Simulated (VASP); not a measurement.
# BeTe (F-43m) in VASP: density of states with PBEsol

Aim: the density of states of BeTe with PBEsol.

Program: VASP 6.6.1. These are calculated values, not measurements. Logs are shortened: lines on timing, memory, paths and dates and some standing lists are left out, and cuts for length are marked.

**1. The cell of the first run**

Symmetry: F-43m, No. 216, cubic system. The conventional cell has a = 5.507 Å, b = 5.507 Å, c = 5.507 Å, α = 90.00°, β = 90.00°, γ = 90.00°. Be (site symmetry -43m) has 4 Te at 2.38 Å within 3.2 Å. Te (site symmetry -43m) has 4 Be at 2.38 Å within 3.2 Å.

**2. Density of states, PBEsol**

Input file POSCAR:

```
BeTe
1.0
    0.0000000000      2.7536020000      2.7536020000
    2.7536020000      0.0000000000      2.7536020000
    2.7536020000      2.7536020000      0.0000000000
Be Te
1 1
Direct
    0.0000000000      0.0000000000      0.0000000000
    0.2500000000      0.2500000000      0.2500000000
```

Input file INCAR.step1:

```
SYSTEM = BeTe
PREC = Accurate ; ENCUT = 520
EDIFF = 1E-6 ; ISMEAR = -1
SIGMA = 0.1 ; LREAL = .False.
LASPH = .True. ; NELM = 80
ALGO = Normal ; ISIF = 2
LWAVE = .False. ; LCHARG = .True.
GGA = PS ; NBANDS = 11
```

Input file KPOINTS.step1:

```
Automatic mesh
0
Gamma
  8 8 8
  0 0 0
```

Input file INCAR.step2:

```
SYSTEM = BeTe
PREC = Accurate ; ENCUT = 520
EDIFF = 1E-6 ; ISMEAR = -5
SIGMA = 0.1 ; LREAL = .False.
LASPH = .True. ; NELM = 80
ALGO = Normal ; ISIF = 2
LWAVE = .False. ; LCHARG = .False.
GGA = PS ; LORBIT = 10
NBANDS = 11 ; NEDOS = 2001
ICHARG = 11
```

Input file KPOINTS.step2:

```
Automatic mesh
0
Gamma
  12 12 12
  0 0 0
```

Potentials or basis: VASP PAW PBE potentials, release 64 (Be, Te).

Started as:

```bash
$ cat potpaw_PBE.64/Be/POTCAR potpaw_PBE.64/Te/POTCAR > POTCAR
$ cp INCAR.step1 INCAR
$ cp KPOINTS.step1 KPOINTS
$ mpirun -np 1 vasp_std > vasp.out
$ cp INCAR.step2 INCAR
$ cp KPOINTS.step2 KPOINTS
$ mpirun -np 1 vasp_std > vasp.out
```

OUTCAR:

```text
SYSTEM = BeTe
   PREC = Accurate
   ENCUT = 520
   EDIFF = 1E-6
   ISMEAR = -5
   LREAL = .False.
   LASPH = .True.
   NELM = 80
   ISIF = 2
   GGA = PS
   LORBIT = 10
   ICHARG = 11

 ion  position               nearest neighbor table
   1  0.000  0.000  0.000-   2 2.38   2 2.38   2 2.38   2 2.38
   2  0.250  0.250  0.250-   1 2.38   1 2.38   1 2.38   1 2.38

  LATTYP: Found a face centered cubic cell.
 ALAT       =     5.5072040000

  Lattice vectors:

 A1 = (   0.0000000000,   2.7536020000,   2.7536020000)
 A2 = (   2.7536020000,   0.0000000000,   2.7536020000)
 A3 = (   2.7536020000,   2.7536020000,   0.0000000000)

Analysis of symmetry for initial positions (statically):
=====================================================================
 Subroutine PRICEL returns:
 Original cell was already a primitive cell.

 Routine SETGRP: Setting up the symmetry group for a
 face centered cubic supercell.

 Subroutine GETGRP returns: Found 24 space group operations
 (whereof 24 operations were pure point group operations)
 out of a pool of 48 trial point group operations.

The static configuration has the point symmetry T_d .

Analysis of symmetry for dynamics (positions and initial velocities):
=====================================================================
 Subroutine PRICEL returns:
 Original cell was already a primitive cell.

 Routine SETGRP: Setting up the symmetry group for a
 face centered cubic supercell.

 Subroutine GETGRP returns: Found 24 space group operations
 (whereof 24 operations were pure point group operations)
 out of a pool of 48 trial point group operations.

The dynamic configuration has the point symmetry T_d .

 Subroutine INISYM returns: Found 24 space group operations
 (whereof 24 operations are pure point group operations),
 and found     1 'primitive' translations

----------------------------------------------------------------------------------------

                                     Primitive cell

  volume of cell :      41.7574

  direct lattice vectors                    reciprocal lattice vectors
     0.000000000  2.753602000  2.753602000    -0.181580345  0.181580345  0.181580345
     2.753602000  0.000000000  2.753602000     0.181580345 -0.181580345  0.181580345
     2.753602000  2.753602000  0.000000000     0.181580345  0.181580345 -0.181580345

  length of vectors
     3.894181294  3.894181294  3.894181294     0.314506382  0.314506382  0.314506382

  position of ions in fractional coordinates (direct lattice)
     0.000000000  0.000000000  0.000000000
     0.250000000  0.250000000  0.250000000

  ion indices of the primitive-cell ions
   primitive index   ion index
                 1           1
                 2           2

----------------------------------------------------------------------------------------

 KPOINTS: Automatic mesh

Automatic generation of k-mesh.
 Grid dimensions read from file:
 generate k-points for:   12   12   12

 Generating k-lattice:

  Cartesian coordinates                     Fractional coordinates (reciprocal lattice)
    -0.015131695  0.015131695  0.015131695     0.083333333  0.000000000  0.000000000
     0.015131695 -0.015131695  0.015131695     0.000000000  0.083333333  0.000000000
     0.015131695  0.015131695 -0.015131695     0.000000000  0.000000000  0.083333333

  Length of vectors
     0.026208865  0.026208865  0.026208865

  Shift w.r.t. Gamma in fractional coordinates (k-lattice)
     0.000000000  0.000000000  0.000000000

 TETIRR: Found    247 inequivalent tetrahedra from    10368

 Subroutine IBZKPT returns following result:
 ===========================================

 Found     72 irreducible k-points:

 Following reciprocal coordinates:
            Coordinates               Weight
  0.000000  0.000000  0.000000      1.000000
  0.083333  0.000000  0.000000      8.000000
  0.166667  0.000000  0.000000      8.000000
  0.250000  0.000000  0.000000      8.000000
  0.333333  0.000000  0.000000      8.000000
  0.416667  0.000000  0.000000      8.000000
[... 16 lines left out ...]
  0.500000  0.166667  0.000000     24.000000
 -0.416667  0.166667  0.000000     24.000000
 [... further k-points ...]
   k-points           NKPTS =     72   k-points in BZ     NKDIM =     72   number of bands    NBANDS=     11
   number of dos      NEDOS =   2001   number of ions     NIONS =      2
   total plane-waves  NPLWV =  27000
   dimension x,y,z NGX =    30 NGY =   30 NGZ =   30
   dimension x,y,z NGXF=    60 NGYF=   60 NGZF=   60
   ions per type =               1   1
   NGX,Y,Z   is equivalent  to a cutoff of  12.81, 12.81, 12.81 a.u.
   NGXF,Y,Z  is equivalent  to a cutoff of  25.61, 25.61, 25.61 a.u.
 SYSTEM =  BeTe
   PREC   = accura    normal or accurate (medium, high low for compatibility)
   ISTART =      0    job   : 0-new  1-cont  2-samecut
   ICHARG =     11    charge: 1-file 2-atom 10-const
   ISPIN  =      1    spin polarized calculation?
   LNONCOLLINEAR =      F non collinear calculations
   LSORBIT =      F    spin-orbit coupling
   LASPH  =      T    aspherical Exc in radial PAW
   ENCUT  =  520.0 eV  38.22 Ry    6.18 a.u.   7.24  7.24  7.24*2*pi/ulx,y,z
   NELM   =     80;   NELMIN=  2; NELMDL=  0     # of ELM steps
   EDIFF  = 0.1E-05   stopping-criterion for ELM
   LREAL  =      F    real-space projection
   EDIFFG = 0.1E-04   stopping-criterion for IOM
   NSW    =      0    number of steps for IOM
   IBRION =     -1    ionic relax: 0-MD 1-quasi-New 2-CG
   NFREE  =      0    steps in history (QN), initial steepest desc. (CG)
   ISIF   =      2    stress and relaxation
   ISYM   =      2    0-nonsym 1-usesym 2-fastsym
   POTIM  = 0.5000    time-step for ionic-motion
   TEBEG  =    0.0;   TEEND  =   0.0 temperature during run
   PSTRESS=    0.0 pullay stress
   NELECT =       8.0000    total number of electrons
   NUPDOWN=      -1.0000    fix difference up-down
   EMIN   =  10.00;   EMAX   =-10.00  energy-range for DOS
   EFERMI =   0.00;   METHOD = LEGACY
   ISMEAR =    -5;   SIGMA  =   0.10  broadening in eV -4-tet -1-fermi 0-gaus
   EFERMI_NEDOS =   21; number of points for ismear=-14 and -15
   IALGO  =     38    algorithm
   IMIX   =      4    mixing-type and parameters
     AMIX     =   0.40;   BMIX     =  1.00
     AMIX_MAG =   1.60;   BMIX_MAG =  1.00
  volume/ion in A,a.u.               =      20.88       140.90
  Fermi-wavevector in a.u.,A,eV,Ry     =   0.943757  1.783443 12.118408  0.890678
  Thomas-Fermi vector in A             =   2.071496
   LORBIT       =     10    0 simple, 1 ext, 2 COOP (PROOUT), +10 PAW based schemes
   GGA     = PS    functional components
   LHFCALC =     F    Hartree Fock is set to
   AEXX    =    0.0000 exact exchange contribution
   IVDW    =     0    specifies the selected vdW correction
   LEPSILON=     F    determine dielectric tensor
   LRPA    =     F    only Hartree local field effects (RPA)
 non-spin polarized calculation
 Fermi weights with tetrahedron method with Bloechl corrections
  energy-cutoff  :      520.00
  volume of cell :       41.76
 maximum number of plane-waves:      1158
 NGX is ok and might be reduce to    30

 number of electron       8.0000000 magnetization

 Free energy of the ion-electron system (eV)
  ---------------------------------------------------
  ext. energy  EPLUGINS =         0.00000000
  ---------------------------------------------------
  free energy    TOTEN  =        -8.18842459 eV

  energy without entropy =       -8.18842459  energy(sigma->0) =       -8.18842459

 E-fermi :   5.7858     XC(G=0):  -9.4696

 val. band max:        5.7815997059   @ k =   0.0000   0.0000   0.0000
 cond. band min:       7.4620302242   @ k =   0.5000   0.5000   0.0000
 fundamental gap:      1.6804305182
 Fermi energy:         5.7858465450

 k-point     1 :       0.0000    0.0000    0.0000
  band No.  band energies     occupation
      1      -7.0163      2.00000
      2       5.7816      2.00000
      3       5.7816      2.00000
      4       5.7816      2.00000
      5       9.3165      0.00000
      6       9.3165      0.00000
      7       9.3165      0.00000
      8      10.0124      0.00000
      9      14.0728      0.00000
     10      16.1668      0.00000
     11      16.1668      0.00000

 k-point     2 :       0.0833    0.0000    0.0000
  band No.  band energies     occupation
      1      -6.9433      2.00000
      2       5.0410      2.00000
      3       5.6520      2.00000
      4       5.6520      2.00000
      5       9.3994      0.00000
      6       9.5019      0.00000
      7       9.5019      0.00000
      8      10.6213      0.00000
      9      14.2766      0.00000
     10      15.4584      0.00000
     11      15.4584      0.00000

 k-point     3 :       0.1667    0.0000    0.0000
  band No.  band energies     occupation
      1      -6.7303      2.00000
      2       3.6298      2.00000
      3       5.3533      2.00000
      4       5.3533      2.00000
      5       9.3274      0.00000
      6       9.9110      0.00000
      7       9.9110      0.00000
      8      11.9290      0.00000
      9      14.6675      0.00000
     10      14.8537      0.00000
     11      14.8537      0.00000
[... 267 lines left out ...]
 k-point    23 :       0.5000    0.1667    0.0000
  band No.  band energies     occupation
      1      -5.3819      2.00000
      2       0.1657      2.00000
      3       3.2771      2.00000
      4       3.9778      2.00000
      5       9.1049      0.00000
      6      11.0494      0.00000
      7      11.5181      0.00000
      8      13.0292      0.00000
      9      15.6591      0.00000
     10      17.5965      0.00000
     11      17.6603      0.00000

 k-point    24 :      -0.4167    0.1667    0.0000
  band No.  band energies     occupation
      1      -5.3375      2.00000
      2       0.0774      2.00000
      3       3.0590      2.00000
      4       4.1602      2.00000
      5       9.2705      0.00000
      6      10.9991      0.00000
      7      11.2661      0.00000
      8      14.0526      0.00000
      9      15.3105      0.00000
     10      16.1406      0.00000
     11      17.3464      0.00000

 [... further k-points ...]

------------------------ aborting loop because EDIFF is reached ----------------------------------------

  FORCE on cell =-STRESS in cart. coord.  units (eV):
  Direction    XX          YY          ZZ          XY          YZ          ZX
  --------------------------------------------------------------------------------------
  -------------------------------------------------------------------------------------
  Total        0.9941238      0.9941238      0.9941238     -0.0000000     -0.0000000     -0.0000000
  in kB       38.1432375     38.1432375     38.1432375     -0.0000000     -0.0000000     -0.0000000
  external PRESSURE =      38.1432375 kB  Pullay stress =       0.0000000 kB

 VOLUME and BASIS-vectors are now :
 -----------------------------------------------------------------------------
  energy-cutoff  :      520.00
  volume of cell :       41.76
      direct lattice vectors                 reciprocal lattice vectors
     0.000000000  2.753602000  2.753602000    -0.181580345  0.181580345  0.181580345
     2.753602000  0.000000000  2.753602000     0.181580345 -0.181580345  0.181580345
     2.753602000  2.753602000  0.000000000     0.181580345  0.181580345 -0.181580345

 POSITION                                       TOTAL-FORCE (eV/Angst)
 -----------------------------------------------------------------------------------
      0.00000      0.00000      0.00000        -0.000000      0.000000      0.000000
      1.37680      1.37680      1.37680         0.000000     -0.000000     -0.000000
 -----------------------------------------------------------------------------------
    total drift:                                0.000000      0.000000      0.000000

  FREE ENERGIE OF THE ION-ELECTRON SYSTEM (eV)
  ---------------------------------------------------
  free  energy   TOTEN  =        -8.1884245875 eV

  energy  without entropy=       -8.1884245875  energy(sigma->0) =       -8.18842459

 total charge

# of ion       s       p       d       tot
------------------------------------------
    1        0.386   0.629   0.000   1.015
    2        1.332   2.172   0.039   3.544
--------------------------------------------------
tot          1.719   2.801   0.039   4.559
```

It took 66 s on 1 thread of AMD EPYC 7R13, shared host; peak memory 0.15 GiB.

Results:

```yaml
Valence_electrons_inside_the_program's_atomic_spheres: Be 1.01; Te 3.54
```

Levels at points of the mesh, in eV from the valence-band top:
| k point | band 2 | band 3 | band 4 | band 5 | band 6 | band 7 |
| --- | --- | --- | --- | --- | --- | --- |
| (0.00, 0.00, 0.00) | 0.00 | 0.00 | 0.00 | 3.53 | 3.53 | 3.53 |
| (0.50, 0.00, 0.00) | -6.02 | -1.25 | -1.25 | 3.22 | 4.52 | 4.52 |
| (0.50, 0.50, 0.00) | -5.50 | -2.92 | -2.92 | 1.68 | 2.51 | 10.13 |

Caveat: the PAW data sets were made with another functional, which shifts forces and pressure a little; spin-orbit coupling is left out, which moves the levels of the heavy elements.
